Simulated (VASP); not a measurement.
# HfB3N (Pm-3m) in VASP: a series of runs

HfB3N is run at these levels: PBE; tasks: single point, relaxation of cell and atoms.

All numbers are computed with VASP 6.6.1; they aren't measurements. Logs are shortened: lines on timing, memory, paths and dates and some standing lists are left out, and cuts for length are marked.

### Step 1. The cell of the first run

The structure is cubic, space group Pm-3m (No. 221). Conventional cell: a = 3.627 Å, b = 3.627 Å, c = 3.627 Å, α = 90.00°, β = 90.00°, γ = 90.00°. Within 3.4 Å of Hf (site symmetry m-3m) lie 12 B at 2.56 Å and 8 N at 3.14 Å. Within 2.4 Å of B (site symmetry 4/mmm) lie 2 N at 1.81 Å. Within 2.4 Å of N (site symmetry m-3m) lie 6 B at 1.81 Å.

### Step 2. Single point, PBE

File INCAR:

```
PREC     = Accurate       # precision mode
ENCUT    = 520            # plane-wave cutoff, eV
EDIFF    = 1E-6           # SCF threshold, eV
ISMEAR   = 0              # smearing method
SIGMA    = 0.1            # smearing width, eV
LREAL    = F              # projectors in reciprocal space
LASPH    = T              # aspherical terms in the spheres
NELM     = 60             # most SCF steps
ALGO     = Normal         # electronic algorithm
ISIF     = 2              # what is computed and relaxed
LWAVE    = F              # write WAVECAR
LCHARG   = T              # write CHGCAR
GGA      = PE             # functional
LELF     = T              # ELF
LVHAR    = T            
NBANDS   = 20             # bands
```

File KPOINTS:

```
regular mesh
0
Gamma
  4 4 4
```

File POSCAR:

```
HfB3N
1.0
    3.6274023336      0.0000000000      0.0000000000
    0.0000000000      3.6274023336      0.0000000000
    0.0000000000      0.0000000000      3.6274023336
Hf B N
1 3 1
Direct
    0.0000000000      0.0000000000      0.0000000000
    0.5000000000      0.5000000000      0.0000000000
    0.5000000000      0.0000000000      0.5000000000
    0.0000000000      0.5000000000      0.5000000000
    0.5000000000      0.5000000000      0.5000000000
```

Potentials or basis: VASP PAW PBE potentials, release 64 (Hf_pv, B, N).

Started as:

```sh
> cat potpaw_PBE.64/Hf_pv/POTCAR potpaw_PBE.64/B/POTCAR potpaw_PBE.64/N/POTCAR > POTCAR
> mpirun -np 1 vasp_std > vasp.out
```

OUTCAR:

```text
PREC = Accurate
   ENCUT = 520
   EDIFF = 1E-6
   ISMEAR = 0
   LREAL = F
   LASPH = T
   NELM = 60
   ISIF = 2
   GGA = PE

 ion  position               nearest neighbor table
   1  0.000  0.000  0.000-   2 2.56   3 2.56   4 2.56   3 2.56   4 2.56   2 2.56   4 2.56   4 2.56
                             2 2.56   3 2.56   3 2.56   2 2.56
   2  0.500  0.500  0.000-   5 1.81   5 1.81   1 2.56   1 2.56   1 2.56   1 2.56
   3  0.500  0.000  0.500-   5 1.81   5 1.81   1 2.56   1 2.56   1 2.56   1 2.56
   4  0.000  0.500  0.500-   5 1.81   5 1.81   1 2.56   1 2.56   1 2.56   1 2.56
   5  0.500  0.500  0.500-   2 1.81   3 1.81   4 1.81   2 1.81   3 1.81   4 1.81

  LATTYP: Found a simple cubic cell.
 ALAT       =     3.6274023336

  Lattice vectors:

 A1 = (   3.6274023336,   0.0000000000,   0.0000000000)
 A2 = (   0.0000000000,   3.6274023336,   0.0000000000)
 A3 = (   0.0000000000,   0.0000000000,   3.6274023336)

Analysis of symmetry for initial positions (statically):
=====================================================================
 Subroutine PRICEL returns:
 Original cell was already a primitive cell.

 Routine SETGRP: Setting up the symmetry group for a
 simple cubic supercell.

 Subroutine GETGRP returns: Found 48 space group operations
 (whereof 48 operations were pure point group operations)
 out of a pool of 48 trial point group operations.

The static configuration has the point symmetry O_h .

Analysis of symmetry for dynamics (positions and initial velocities):
=====================================================================
 Subroutine PRICEL returns:
 Original cell was already a primitive cell.

 Routine SETGRP: Setting up the symmetry group for a
 simple cubic supercell.

 Subroutine GETGRP returns: Found 48 space group operations
 (whereof 48 operations were pure point group operations)
 out of a pool of 48 trial point group operations.

The dynamic configuration has the point symmetry O_h .

 Subroutine INISYM returns: Found 48 space group operations
 (whereof 48 operations are pure point group operations),
 and found     1 'primitive' translations

----------------------------------------------------------------------------------------

                                     Primitive cell

  volume of cell :      47.7295

  direct lattice vectors                    reciprocal lattice vectors
     3.627402334  0.000000000  0.000000000     0.275679373  0.000000000  0.000000000
     0.000000000  3.627402334  0.000000000     0.000000000  0.275679373  0.000000000
     0.000000000  0.000000000  3.627402334     0.000000000  0.000000000  0.275679373

  length of vectors
     3.627402334  3.627402334  3.627402334     0.275679373  0.275679373  0.275679373

  position of ions in fractional coordinates (direct lattice)
     0.000000000  0.000000000  0.000000000
     0.500000000  0.500000000  0.000000000
     0.500000000  0.000000000  0.500000000
     0.000000000  0.500000000  0.500000000
     0.500000000  0.500000000  0.500000000

  ion indices of the primitive-cell ions
   primitive index   ion index
                 1           1
                 2           2
                 3           3
                 4           4
                 5           5

----------------------------------------------------------------------------------------

 KPOINTS: regular mesh

Automatic generation of k-mesh.
 Grid dimensions read from file:
 generate k-points for:    4    4    4

 Generating k-lattice:

  Cartesian coordinates                     Fractional coordinates (reciprocal lattice)
     0.068919843  0.000000000  0.000000000     0.250000000  0.000000000  0.000000000
     0.000000000  0.068919843  0.000000000     0.000000000  0.250000000  0.000000000
     0.000000000  0.000000000  0.068919843     0.000000000  0.000000000  0.250000000

  Length of vectors
     0.068919843  0.068919843  0.068919843

  Shift w.r.t. Gamma in fractional coordinates (k-lattice)
     0.000000000  0.000000000  0.000000000

 Subroutine IBZKPT returns following result:
 ===========================================

 Found     10 irreducible k-points:

 Following reciprocal coordinates:
            Coordinates               Weight
  0.000000  0.000000  0.000000      1.000000
  0.250000  0.000000  0.000000      6.000000
  0.500000  0.000000  0.000000      3.000000
  0.250000  0.250000  0.000000     12.000000
  0.500000  0.250000  0.000000     12.000000
  0.500000  0.500000  0.000000      3.000000
  0.250000  0.250000  0.250000      8.000000
  0.500000  0.250000  0.250000     12.000000
  0.500000  0.500000  0.250000      6.000000
  0.500000  0.500000  0.500000      1.000000
   k-points           NKPTS =     10   k-points in BZ     NKDIM =     10   number of bands    NBANDS=     20
   number of dos      NEDOS =    301   number of ions     NIONS =      5
   total plane-waves  NPLWV =  21952
   dimension x,y,z NGX =    28 NGY =   28 NGZ =   28
   dimension x,y,z NGXF=    56 NGYF=   56 NGZF=   56
   ions per type =               1   3   1
   NGX,Y,Z   is equivalent  to a cutoff of  12.83, 12.83, 12.83 a.u.
   NGXF,Y,Z  is equivalent  to a cutoff of  25.67, 25.67, 25.67 a.u.
 SYSTEM =  unknown system
   PREC   = accura    normal or accurate (medium, high low for compatibility)
   ISTART =      0    job   : 0-new  1-cont  2-samecut
   ICHARG =      2    charge: 1-file 2-atom 10-const
   ISPIN  =      1    spin polarized calculation?
   LNONCOLLINEAR =      F non collinear calculations
   LSORBIT =      F    spin-orbit coupling
   LASPH  =      T    aspherical Exc in radial PAW
   ENCUT  =  520.0 eV  38.22 Ry    6.18 a.u.   6.74  6.74  6.74*2*pi/ulx,y,z
   NELM   =     60;   NELMIN=  2; NELMDL= -5     # of ELM steps
   EDIFF  = 0.1E-05   stopping-criterion for ELM
   LREAL  =      F    real-space projection
   EDIFFG = 0.1E-04   stopping-criterion for IOM
   NSW    =      0    number of steps for IOM
   IBRION =     -1    ionic relax: 0-MD 1-quasi-New 2-CG
   NFREE  =      0    steps in history (QN), initial steepest desc. (CG)
   ISIF   =      2    stress and relaxation
   ISYM   =      2    0-nonsym 1-usesym 2-fastsym
   POTIM  = 0.5000    time-step for ionic-motion
   TEBEG  =    0.0;   TEEND  =   0.0 temperature during run
   PSTRESS=    0.0 pullay stress
   NELECT =      24.0000    total number of electrons
   NUPDOWN=      -1.0000    fix difference up-down
   EMIN   =  10.00;   EMAX   =-10.00  energy-range for DOS
   EFERMI =   0.00;   METHOD = LEGACY
   ISMEAR =     0;   SIGMA  =   0.10  broadening in eV -4-tet -1-fermi 0-gaus
   EFERMI_NEDOS =   21; number of points for ismear=-14 and -15
   IALGO  =     38    algorithm
   IMIX   =      4    mixing-type and parameters
     AMIX     =   0.40;   BMIX     =  1.00
     AMIX_MAG =   1.60;   BMIX_MAG =  1.00
  volume/ion in A,a.u.               =       9.55        64.42
  Fermi-wavevector in a.u.,A,eV,Ry     =   1.301816  2.460075 23.058123  1.694724
  Thomas-Fermi vector in A             =   2.432925
   LORBIT       =      0    0 simple, 1 ext, 2 COOP (PROOUT), +10 PAW based schemes
   GGA     = PE    functional components
   LHFCALC =     F    Hartree Fock is set to
   AEXX    =    0.0000 exact exchange contribution
   IVDW    =     0    specifies the selected vdW correction
   LEPSILON=     F    determine dielectric tensor
   LRPA    =     F    only Hartree local field effects (RPA)
 non-spin polarized calculation
 Gauss-broadening in eV      SIGMA  =   0.10
  energy-cutoff  :      520.00
  volume of cell :       47.73
 maximum number of plane-waves:      1328
 NGX is ok and might be reduce to    28
   NGX = 13   NGY = 13   NGZ = 13

 number of electron      24.0000002 magnetization

 Free energy of the ion-electron system (eV)
  ---------------------------------------------------
  ext. energy  EPLUGINS =         0.00000000
  ---------------------------------------------------
  free energy    TOTEN  =       -32.12249873 eV

  energy without entropy =      -32.11136261  energy(sigma->0) =      -32.11693067

 E-fermi :   6.5250     XC(G=0): -12.1878

 val. band max:        6.4981776267   @ k =   0.2500   0.2500   0.0000
 cond. band min:       6.6484231244   @ k =   0.5000   0.0000   0.0000
 fundamental gap:      0.1502454977
 Fermi energy:         6.5250008246

 k-point     1 :       0.0000    0.0000    0.0000
  band No.  band energies     occupation
      1     -23.5134      2.00000
      2     -23.5134      2.00000
      3     -23.5134      2.00000
      4     -11.2592      2.00000
      5      -0.9100      2.00000
      6      -0.9100      2.00000
[... 12 lines left out ...]
     19       9.2412      0.00000
     20      11.3066      0.00000

 k-point     2 :       0.2500    0.0000    0.0000
  band No.  band energies     occupation
      1     -23.5891      2.00000
      2     -23.5048      2.00000
      3     -23.5048      2.00000
      4     -10.9902      2.00000
      5      -3.1496      2.00000
      6      -0.8465      2.00000
[... 12 lines left out ...]
     19      12.9654      0.00000
     20      12.9654      0.00000

 k-point     3 :       0.5000    0.0000    0.0000
  band No.  band energies     occupation
      1     -23.6634      2.00000
      2     -23.4963      2.00000
      3     -23.4963      2.00000
      4     -10.6824      2.00000
      5      -4.3350      2.00000
      6      -0.7887      2.00000
[... 12 lines left out ...]
     19      14.0521      0.00000
     20      15.5922      0.00000

 k-point     4 :       0.2500    0.2500    0.0000
  band No.  band energies     occupation
      1     -23.5810      2.00000
      2     -23.5766      2.00000
      3     -23.4966      2.00000
      4     -10.8112      2.00000
      5      -3.0614      2.00000
      6      -2.1529      2.00000
[... 107 lines left out ...]
 k-point     9 :       0.5000    0.5000    0.2500
  band No.  band energies     occupation
      1     -23.6301      2.00000
      2     -23.6301      2.00000
      3     -23.5511      2.00000
      4     -10.4039      2.00000
      5      -2.7586      2.00000
      6      -2.7586      2.00000
[... 12 lines left out ...]
     19      12.0352      0.00000
     20      13.4723      0.00000

 k-point    10 :       0.5000    0.5000    0.5000
  band No.  band energies     occupation
      1     -23.6206      2.00000
      2     -23.6206      2.00000
      3     -23.6206      2.00000
      4     -10.2479      2.00000
      5      -2.7499      2.00000
      6      -2.7499      2.00000
[... 12 lines left out ...]
     19      12.9804      0.00000
     20      12.9804      0.00000

------------------------ aborting loop because EDIFF is reached ----------------------------------------

  FORCE on cell =-STRESS in cart. coord.  units (eV):
  Direction    XX          YY          ZZ          XY          YZ          ZX
  --------------------------------------------------------------------------------------
  -------------------------------------------------------------------------------------
  Total       -0.0261313     -0.0261313     -0.0261313      0.0000000     -0.0000000      0.0000000
  in kB       -0.8771711     -0.8771711     -0.8771711      0.0000000     -0.0000000      0.0000000
  external PRESSURE =      -0.8771711 kB  Pullay stress =       0.0000000 kB

 VOLUME and BASIS-vectors are now :
 -----------------------------------------------------------------------------
  energy-cutoff  :      520.00
  volume of cell :       47.73
      direct lattice vectors                 reciprocal lattice vectors
     3.627402334  0.000000000  0.000000000     0.275679373  0.000000000  0.000000000
     0.000000000  3.627402334  0.000000000     0.000000000  0.275679373  0.000000000
     0.000000000  0.000000000  3.627402334     0.000000000  0.000000000  0.275679373

 POSITION                                       TOTAL-FORCE (eV/Angst)
 -----------------------------------------------------------------------------------
      0.00000      0.00000      0.00000         0.000000      0.000000      0.000000
      1.81370      1.81370      0.00000         0.000000      0.000000      0.000000
      1.81370      0.00000      1.81370         0.000000      0.000000      0.000000
      0.00000      1.81370      1.81370         0.000000      0.000000      0.000000
      1.81370      1.81370      1.81370         0.000000      0.000000      0.000000
 -----------------------------------------------------------------------------------
    total drift:                                0.000000      0.000000      0.000000

  FREE ENERGIE OF THE ION-ELECTRON SYSTEM (eV)
  ---------------------------------------------------
  free  energy   TOTEN  =       -32.1224987274 eV

  energy  without entropy=      -32.1113626141  energy(sigma->0) =      -32.11693067
```

Wall time 25 s (1 thread of AMD EPYC 7R13, shared host); peak memory 0.13 GiB.

What came out:

```yaml
Free_energy: -32.1225 eV
Pressure: -0.1 GPa
Band_gap_on_the_k_mesh: zero (band 12 reaches 9.13 eV, above the bottom of band 13 at 5.93 eV)
```

Levels at points of the mesh, in eV from the Fermi level:
| k point | band 9 | band 10 | band 11 | band 12 | band 13 | band 14 |
| --- | --- | --- | --- | --- | --- | --- |
| (0.00, 0.00, 0.00) | -4.44 | -4.44 | 2.60 | 2.60 | 2.60 | 2.65 |
| (0.50, 0.00, 0.00) | -2.74 | -1.88 | -0.40 | 0.12 | 0.12 | 0.47 |
| (0.50, 0.50, 0.00) | -3.93 | -1.94 | -1.94 | 1.03 | 1.03 | 3.32 |
| (0.50, 0.50, 0.50) | -3.54 | -3.54 | 1.42 | 1.42 | 1.42 | 3.90 |

Caveat: the k points lie up to 0.43 Å⁻¹ apart; spin-orbit coupling is left out, which moves the levels of the heavy elements.

### Step 3. Single point, PBE

This run uses another cell than the first one, of 10.81 Å³/atom, 1.132 times its volume.

File INCAR:

```
SYSTEM = HfB3N
PREC     = Accurate       ! precision mode
ENCUT    = 520            ! plane-wave cutoff, eV
EDIFF    = 1E-6           ! SCF threshold, eV
ISMEAR   = 0              ! smearing method
SIGMA    = 0.1            ! smearing width, eV
LREAL    = .FALSE.        ! projectors in reciprocal space
LASPH    = .TRUE.         ! aspherical terms in the spheres
NELM     = 80             ! most SCF steps
ALGO     = Normal         ! electronic algorithm
ISIF     = 2              ! what is computed and relaxed
LWAVE    = .FALSE.        ! write WAVECAR
LCHARG   = .FALSE.        ! write CHGCAR
GGA      = PE             ! functional
NBANDS   = 20             ! bands
```

File KPOINTS:

```
regular mesh
0
G
  4 4 4
  0 0 0
```

POSCAR, as its differences from that of step 2:

```diff
@@ -2,5 +2,5 @@
 1.0
-    3.6274023336      0.0000000000      0.0000000000
-    0.0000000000      3.6274023336      0.0000000000
-    0.0000000000      0.0000000000      3.6274023336
+    3.7805098100      0.0000000000      0.0000000000
+    0.0000000000      3.7805098100      0.0000000000
+    0.0000000000      0.0000000000      3.7805098100
 Hf B N
```

Potentials or basis: VASP PAW PBE potentials, release 64 (Hf_pv, B, N).

Started as:

```sh
> cat potpaw_PBE.64/Hf_pv/POTCAR potpaw_PBE.64/B/POTCAR potpaw_PBE.64/N/POTCAR > POTCAR
> mpirun -np 1 vasp_std > vasp.out
```

Wall time 30 s (1 thread of AMD EPYC 7R13, shared host); peak memory 0.13 GiB.

It converged, with:

```
Free energy            : -31.7399 eV
Pressure               : -17.7 GPa
Band gap on the k mesh : zero (band 12 reaches 7.70 eV, above the bottom of band 13 at 4.80 eV)
```

Levels at points of the mesh, in eV from the Fermi level:
| k point | band 9 | band 10 | band 11 | band 12 | band 13 | band 14 |
| --- | --- | --- | --- | --- | --- | --- |
| (0.00, 0.00, 0.00) | -4.05 | -4.05 | 2.42 | 2.42 | 2.42 | 2.55 |
| (0.50, 0.00, 0.00) | -2.15 | -2.01 | -0.34 | 0.30 | 0.30 | 0.67 |
| (0.50, 0.50, 0.00) | -3.83 | -1.45 | -1.45 | 1.03 | 1.03 | 3.07 |
| (0.50, 0.50, 0.50) | -3.10 | -3.10 | 1.36 | 1.36 | 1.36 | 3.22 |

Caveat: the k points lie up to 0.42 Å⁻¹ apart; spin-orbit coupling is left out, which moves the levels of the heavy elements.

### Step 4. Relaxation of cell and atoms, PBE

This run uses another cell than the first one, of 10.81 Å³/atom, 1.132 times its volume.

File INCAR:

```
  ALGO = Normal
  EDIFF = 1E-7
  EDIFFG = -0.04
  ENCUT = 600
  GGA = PE
  IBRION = 2
  ISIF = 3
  ISMEAR = 0
  LASPH = True
  LCHARG = False
  LREAL = False
  LWAVE = False
  NELM = 80
  NSW = 90
  PREC = Accurate
  SIGMA = 0.1
```

File KPOINTS:

```
k-points
0
Gamma
  4 4 4
```

POSCAR is that of step 3.

Started as:

```sh
> cat potpaw_PBE.64/Hf_pv/POTCAR potpaw_PBE.64/B/POTCAR potpaw_PBE.64/N/POTCAR > POTCAR
> mpirun -np 1 vasp_std > vasp.out
```

Wall time 68 s (1 thread of AMD EPYC 7R13, shared host); peak memory 0.15 GiB.

It converged, with:

| Quantity | Value |
| --- | --- |
| Free energy | -32.1328 eV |
| Relaxed volume | 9.53 Å³/atom |
| Relaxed cell | a = 3.626 Å, b = 3.626 Å, c = 3.626 Å, α = 90.00°, β = 90.00°, γ = 90.00° |
| Space group after relaxing (to 0.05 Å) | Pm-3m (No. 221) |
| Energy gained by relaxing | 77.8 meV/atom |
| Ionic steps | 3 |
| Pressure after relaxing | 0.1 GPa |
| Band gap on the k mesh | zero (band 12 reaches 9.14 eV, above the bottom of band 13 at 5.94 eV) |

The path:
| step | energy change (eV) | largest force (eV/Å) | pressure (GPa) | volume (Å³) |
| --- | --- | --- | --- | --- |
| 1 | 0.0000 | 0.0000 | -17.73 | 54.03 |
| 2 | -0.3117 | 0.0000 | 10.39 | 45.21 |
| 3 | -0.3892 | 0.0000 | 0.08 | 47.66 |

Final structure:
```
Hf B N
1.0
     3.62576    0.00000    0.00000
     0.00000    3.62576    0.00000
     0.00000    0.00000    3.62576
Hf B N
1 3 1
Direct
  0.00000 0.00000 0.00000
  0.50000 0.50000 0.00000
  0.50000 0.00000 0.50000
  0.00000 0.50000 0.50000
  0.50000 0.50000 0.50000
```

Levels at points of the mesh, in eV from the Fermi level:
```
           k point  band 9  band 10  band 11  band 12  band 13  band 14
(0.00, 0.00, 0.00)   -4.45    -4.45     2.60     2.60     2.60     2.66
(0.50, 0.00, 0.00)   -2.75    -1.88    -0.40     0.12     0.12     0.46
(0.50, 0.50, 0.00)   -3.94    -1.95    -1.95     1.03     1.03     3.32
(0.50, 0.50, 0.50)   -3.55    -3.55     1.42     1.42     1.42     3.91
```

Caveat: the k points lie up to 0.43 Å⁻¹ apart in the final cell; spin-orbit coupling is left out, which moves the levels of the heavy elements.

### Step 5. Summary

```tsv
task	cell	cutoff (eV)	gap on the mesh (eV)	pressure (GPa)
single point	a = 3.627 Å, 5 atoms	520	none	-0.1
single point	a = 3.781 Å, 5 atoms	520	none	-17.7
relaxation of cell and atoms	relaxed from a = 3.781 Å, 5 atoms	600	none	0.1
```

Alike in all rows: level PBE; potentials or basis VASP PAW PBE potentials, release 64 (Hf_pv, B, N); no spin polarisation; k mesh 4 × 4 × 4; smearing gaussian 0.1 eV.

Caveats: all runs use coarse meshes; spin-orbit coupling is left out, which moves the levels of the heavy elements.

Absolute energies hang on the potentials; compare differences alone.
